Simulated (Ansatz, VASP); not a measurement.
# Two plane-wave programs on MgO

```
Mg O
1.0
     3.54740    0.00000    0.00000
    -1.77370    3.07214    0.00000
     0.00000    0.00000    5.25810
Mg O
2 2
Direct
  0.33333 0.66667 0.00632
  0.66667 0.33333 0.50632
  0.33333 0.66667 0.39828
  0.66667 0.33333 0.89828
```

Alike in both runs: task single point; functional PBE; k mesh 9 × 9 × 6; occupations gaussian, width 0.05 eV; no spin polarisation.

```csv
,VASP,Ansatz
version,VASP 6.6.1,Ansatz 0.2.0
potentials or method,"VASP PAW PBE potentials, release 64 (Mg, O), cutoff 520 eV","scalar-relativistic, plane waves, PAW"
valence electrons in the cell,16,32
```

```tsv
	VASP	Ansatz	Ansatz less VASP
gap on the k mesh at the Fermi level (eV)	2.54	2.56	+0.022
least direct gap on the mesh (eV)	2.54	2.56	+0.022
pressure (GPa)	-13.9	-13.4	+0.42
traceless stress, the component that is largest in VASP (GPa)	3.90	3.84	-0.064
rms of the force components (eV/Å)	0.051	0.051	+0.0006
```

Atom by atom the forces differ by 0.001 eV/Å (rms over components). VASP's potentials hold 16 valence electrons a cell and Ansatz's 32, so a difference there can come from the potentials and not from the codes.
